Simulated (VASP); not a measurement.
# Ta2O (antifluorite type) (Fm-3m) in VASP: single point with PBE

Aim: the single point of Ta2O (antifluorite type) with PBE.

Everything below comes from runs of VASP 6.6.1. Logs are shortened: lines on timing, memory, paths and dates and some standing lists are left out, and cuts for length are marked.

## Step 1: The cell of the first run

The structure is cubic, space group Fm-3m (No. 225). The conventional cell has a = 5.758 Å, b = 5.758 Å, c = 5.758 Å, α = 90.00°, β = 90.00°, γ = 90.00°. Within 3.3 Å of Ta (site symmetry -43m) lie 4 O at 2.49 Å and 6 Ta at 2.88 Å. O (site symmetry m-3m) has 8 Ta at 2.49 Å within 3.3 Å.

## Step 2: Single point, PBE

File INCAR:

```
SYSTEM = Ta2O
PREC = Accurate
ENCUT = 520
EDIFF = 1E-6
ISMEAR = -1
SIGMA = 0.06122561905347299
LREAL = .False.
LASPH = .True.
NELM = 80
ALGO = Normal
ISIF = 2
LWAVE = .False.
LCHARG = .False.
GGA = PE
NBANDS = 21
```

File KPOINTS:

```
Automatic mesh
0
Gamma
  33 33 33
  0 0 0
```

File POSCAR:

```
Ta2O
1.0
    0.0000000000      2.8789653541      2.8789653541
    2.8789653541      0.0000000000      2.8789653541
    2.8789653541      2.8789653541      0.0000000000
Ta O
2 1
Direct
    0.2500000000      0.2500000000      0.2500000000
    0.7500000000      0.7500000000      0.7500000000
    0.0000000000      0.0000000000      0.0000000000
```

Potentials or basis: VASP PAW PBE potentials, release 64 (Ta_pv, O).

Launch:

```console
cat potpaw_PBE.64/Ta_pv/POTCAR potpaw_PBE.64/O/POTCAR > POTCAR
mpirun -np 1 vasp_std > vasp.out
```

OUTCAR:

```text
SYSTEM = Ta2O
   PREC = Accurate
   ENCUT = 520
   EDIFF = 1E-6
   ISMEAR = -1
   LREAL = .False.
   LASPH = .True.
   NELM = 80
   ISIF = 2
   GGA = PE

 ion  position               nearest neighbor table
   1  0.250  0.250  0.250-   3 2.49   3 2.49   3 2.49   3 2.49   2 2.88   2 2.88   2 2.88   2 2.88
                             2 2.88   2 2.88
   2  0.750  0.750  0.750-   3 2.49   3 2.49   3 2.49   3 2.49   1 2.88   1 2.88   1 2.88   1 2.88
                             1 2.88   1 2.88
   3  0.000  0.000  0.000-   2 2.49   2 2.49   2 2.49   1 2.49   2 2.49   1 2.49   1 2.49   1 2.49

  LATTYP: Found a face centered cubic cell.
 ALAT       =     5.7579307082

  Lattice vectors:

 A1 = (   0.0000000000,   2.8789653541,   2.8789653541)
 A2 = (   2.8789653541,   0.0000000000,   2.8789653541)
 A3 = (   2.8789653541,   2.8789653541,   0.0000000000)

Analysis of symmetry for initial positions (statically):
=====================================================================
 Subroutine PRICEL returns:
 Original cell was already a primitive cell.

 Routine SETGRP: Setting up the symmetry group for a
 face centered cubic supercell.

 Subroutine GETGRP returns: Found 48 space group operations
 (whereof 48 operations were pure point group operations)
 out of a pool of 48 trial point group operations.

The static configuration has the point symmetry O_h .

Analysis of symmetry for dynamics (positions and initial velocities):
=====================================================================
 Subroutine PRICEL returns:
 Original cell was already a primitive cell.

 Routine SETGRP: Setting up the symmetry group for a
 face centered cubic supercell.

 Subroutine GETGRP returns: Found 48 space group operations
 (whereof 48 operations were pure point group operations)
 out of a pool of 48 trial point group operations.

The dynamic configuration has the point symmetry O_h .

 Subroutine INISYM returns: Found 48 space group operations
 (whereof 48 operations are pure point group operations),
 and found     1 'primitive' translations

----------------------------------------------------------------------------------------

                                     Primitive cell

  volume of cell :      47.7243

  direct lattice vectors                    reciprocal lattice vectors
     0.000000000  2.878965354  2.878965354    -0.173673504  0.173673504  0.173673504
     2.878965354  0.000000000  2.878965354     0.173673504 -0.173673504  0.173673504
     2.878965354  2.878965354  0.000000000     0.173673504  0.173673504 -0.173673504

  length of vectors
     4.071471849  4.071471849  4.071471849     0.300811332  0.300811332  0.300811332

  position of ions in fractional coordinates (direct lattice)
     0.250000000  0.250000000  0.250000000
     0.750000000  0.750000000  0.750000000
     0.000000000  0.000000000  0.000000000

  ion indices of the primitive-cell ions
   primitive index   ion index
                 1           1
                 2           2
                 3           3

----------------------------------------------------------------------------------------

 KPOINTS: Automatic mesh

Automatic generation of k-mesh.
 Grid dimensions read from file:
 generate k-points for:   33   33   33

 Generating k-lattice:

  Cartesian coordinates                     Fractional coordinates (reciprocal lattice)
    -0.005262833  0.005262833  0.005262833     0.030303030  0.000000000  0.000000000
     0.005262833 -0.005262833  0.005262833     0.000000000  0.030303030  0.000000000
     0.005262833  0.005262833 -0.005262833     0.000000000  0.000000000  0.030303030

  Length of vectors
     0.009115495  0.009115495  0.009115495

  Shift w.r.t. Gamma in fractional coordinates (k-lattice)
     0.000000000  0.000000000  0.000000000

 Subroutine IBZKPT returns following result:
 ===========================================

 Found    969 irreducible k-points:

 Following reciprocal coordinates:
            Coordinates               Weight
  0.000000  0.000000  0.000000      1.000000
  0.030303  0.000000  0.000000      8.000000
  0.060606  0.000000  0.000000      8.000000
  0.090909  0.000000  0.000000      8.000000
  0.121212  0.000000  0.000000      8.000000
  0.151515  0.000000  0.000000      8.000000
[... 16 lines left out ...]
  0.181818  0.030303  0.000000     24.000000
  0.212121  0.030303  0.000000     24.000000
 [... further k-points ...]
   k-points           NKPTS =    969   k-points in BZ     NKDIM =    969   number of bands    NBANDS=     21
   number of dos      NEDOS =    301   number of ions     NIONS =      3
   total plane-waves  NPLWV =  27000
   dimension x,y,z NGX =    30 NGY =   30 NGZ =   30
   dimension x,y,z NGXF=    60 NGYF=   60 NGZF=   60
   ions per type =               2   1
   NGX,Y,Z   is equivalent  to a cutoff of  12.25, 12.25, 12.25 a.u.
   NGXF,Y,Z  is equivalent  to a cutoff of  24.50, 24.50, 24.50 a.u.
 SYSTEM =  Ta2O
   PREC   = accura    normal or accurate (medium, high low for compatibility)
   ISTART =      0    job   : 0-new  1-cont  2-samecut
   ICHARG =      2    charge: 1-file 2-atom 10-const
   ISPIN  =      1    spin polarized calculation?
   LNONCOLLINEAR =      F non collinear calculations
   LSORBIT =      F    spin-orbit coupling
   LASPH  =      T    aspherical Exc in radial PAW
   ENCUT  =  520.0 eV  38.22 Ry    6.18 a.u.   7.57  7.57  7.57*2*pi/ulx,y,z
   NELM   =     80;   NELMIN=  2; NELMDL= -5     # of ELM steps
   EDIFF  = 0.1E-05   stopping-criterion for ELM
   LREAL  =      F    real-space projection
   EDIFFG = 0.1E-04   stopping-criterion for IOM
   NSW    =      0    number of steps for IOM
   IBRION =     -1    ionic relax: 0-MD 1-quasi-New 2-CG
   NFREE  =      0    steps in history (QN), initial steepest desc. (CG)
   ISIF   =      2    stress and relaxation
   ISYM   =      2    0-nonsym 1-usesym 2-fastsym
   POTIM  = 0.5000    time-step for ionic-motion
   TEBEG  =    0.0;   TEEND  =   0.0 temperature during run
   PSTRESS=    0.0 pullay stress
   NELECT =      28.0000    total number of electrons
   NUPDOWN=      -1.0000    fix difference up-down
   EMIN   =  10.00;   EMAX   =-10.00  energy-range for DOS
   EFERMI =   0.00;   METHOD = LEGACY
   ISMEAR =    -1;   SIGMA  =   0.06  broadening in eV -4-tet -1-fermi 0-gaus
   EFERMI_NEDOS =   21; number of points for ismear=-14 and -15
   IALGO  =     38    algorithm
   IMIX   =      4    mixing-type and parameters
     AMIX     =   0.40;   BMIX     =  1.00
     AMIX_MAG =   1.60;   BMIX_MAG =  1.00
  volume/ion in A,a.u.               =      15.91       107.35
  Fermi-wavevector in a.u.,A,eV,Ry     =   1.370506  2.589882 25.555657  1.878288
  Thomas-Fermi vector in A             =   2.496287
   LORBIT       =      0    0 simple, 1 ext, 2 COOP (PROOUT), +10 PAW based schemes
   GGA     = PE    functional components
   LHFCALC =     F    Hartree Fock is set to
   AEXX    =    0.0000 exact exchange contribution
   IVDW    =     0    specifies the selected vdW correction
   LEPSILON=     F    determine dielectric tensor
   LRPA    =     F    only Hartree local field effects (RPA)
 non-spin polarized calculation
  energy-cutoff  :      520.00
  volume of cell :       47.72
 maximum number of plane-waves:      1307
   NGX = 15   NGY = 15   NGZ = 15

 number of electron      28.0000005 magnetization

 Free energy of the ion-electron system (eV)
  ---------------------------------------------------
  ext. energy  EPLUGINS =         0.00000000
  ---------------------------------------------------
  free energy    TOTEN  =       -28.01684668 eV

  energy without entropy =      -27.99907344  energy(sigma->0) =      -28.00796006

 E-fermi :   5.8583     XC(G=0): -11.9663

 val. band max:        5.8577035469   @ k =  -0.3030   0.3333   0.0606
 cond. band min:       5.8619255800   @ k =   0.1818   0.0606   0.0000
 fundamental gap:      0.0042220332
 Fermi energy:         5.8583180893

 k-point     1 :       0.0000    0.0000    0.0000
  band No.  band energies     occupation
      1     -29.5875      2.00000
      2     -29.5875      2.00000
      3     -29.5875      2.00000
      4     -29.0231      2.00000
      5     -29.0231      2.00000
      6     -29.0231      2.00000
[... 13 lines left out ...]
     20      12.1881      0.00000
     21      12.1882      0.00000

 k-point     2 :       0.0303    0.0000    0.0000
  band No.  band energies     occupation
      1     -29.5866      2.00000
      2     -29.5863      2.00000
      3     -29.5863      2.00000
      4     -29.0250      2.00000
      5     -29.0246      2.00000
      6     -29.0246      2.00000
[... 13 lines left out ...]
     20      12.0449      0.00000
     21      12.0449      0.00000

 k-point     3 :       0.0606    0.0000    0.0000
  band No.  band energies     occupation
      1     -29.5839      2.00000
      2     -29.5829      2.00000
      3     -29.5829      2.00000
      4     -29.0305      2.00000
      5     -29.0288      2.00000
      6     -29.0288      2.00000
[... 13 lines left out ...]
     20      11.7094      0.00000
     21      11.7094      0.00000
[... 457 lines left out ...]
 k-point    23 :       0.1818    0.0303    0.0000
  band No.  band energies     occupation
      1     -29.5687      2.00000
      2     -29.5640      2.00000
      3     -29.5262      2.00000
      4     -29.1037      2.00000
      5     -29.0596      2.00000
      6     -29.0540      2.00000
[... 13 lines left out ...]
     20       9.8304      0.00000
     21      10.3877      0.00000

 k-point    24 :       0.2121    0.0303    0.0000
  band No.  band energies     occupation
      1     -29.5591      2.00000
      2     -29.5524      2.00000
      3     -29.5094      2.00000
      4     -29.1257      2.00000
      5     -29.0756      2.00000
      6     -29.0681      2.00000
[... 13 lines left out ...]
     20       9.6916      0.00000
     21       9.9505      0.00000

 [... further k-points ...]

------------------------ aborting loop because EDIFF is reached ----------------------------------------

  FORCE on cell =-STRESS in cart. coord.  units (eV):
  Direction    XX          YY          ZZ          XY          YZ          ZX
  --------------------------------------------------------------------------------------
  -------------------------------------------------------------------------------------
  Total       -2.7228863     -2.7228863     -2.7228863      0.0000000      0.0000000      0.0000000
  in kB      -91.4114890    -91.4114890    -91.4114890      0.0000000      0.0000000      0.0000000
  external PRESSURE =     -91.4114890 kB  Pullay stress =       0.0000000 kB

 VOLUME and BASIS-vectors are now :
 -----------------------------------------------------------------------------
  energy-cutoff  :      520.00
  volume of cell :       47.72
      direct lattice vectors                 reciprocal lattice vectors
     0.000000000  2.878965354  2.878965354    -0.173673504  0.173673504  0.173673504
     2.878965354  0.000000000  2.878965354     0.173673504 -0.173673504  0.173673504
     2.878965354  2.878965354  0.000000000     0.173673504  0.173673504 -0.173673504

 POSITION                                       TOTAL-FORCE (eV/Angst)
 -----------------------------------------------------------------------------------
      1.43948      1.43948      1.43948         0.000000      0.000000      0.000000
      4.31845      4.31845      4.31845        -0.000000     -0.000000     -0.000000
      0.00000      0.00000      0.00000         0.000000     -0.000000     -0.000000
 -----------------------------------------------------------------------------------
    total drift:                               -0.000000      0.000000      0.000000

  FREE ENERGIE OF THE ION-ELECTRON SYSTEM (eV)
  ---------------------------------------------------
  free  energy   TOTEN  =       -28.0168466754 eV

  energy  without entropy=      -27.9990734401  energy(sigma->0) =      -28.00796006
```

Run time: 7.4 min. Hardware: 1 thread of AMD EPYC 9R45 (Zen 5), shared host; peak memory 0.83 GiB.

What came out:

```yaml
Free_energy: -28.0168 eV
Pressure: -9.1 GPa
Band_gap_on_the_k_mesh: zero (bands 14 and 15 overlap by 1.02 eV)
```

Levels at points of the mesh, in eV from the Fermi level:
| k point | band 10 | band 11 | band 12 | band 13 | band 14 | band 15 | band 16 | band 17 | band 18 | band 19 |
| --- | --- | --- | --- | --- | --- | --- | --- | --- | --- | --- |
| (0.00, 0.00, 0.00) | -7.04 | -5.30 | -3.32 | -3.32 | 0.73 | 0.73 | 0.73 | 3.94 | 3.94 | 3.94 |

Caveat: the cell stands under tension; spin-orbit coupling is left out, which moves the levels of the heavy elements.
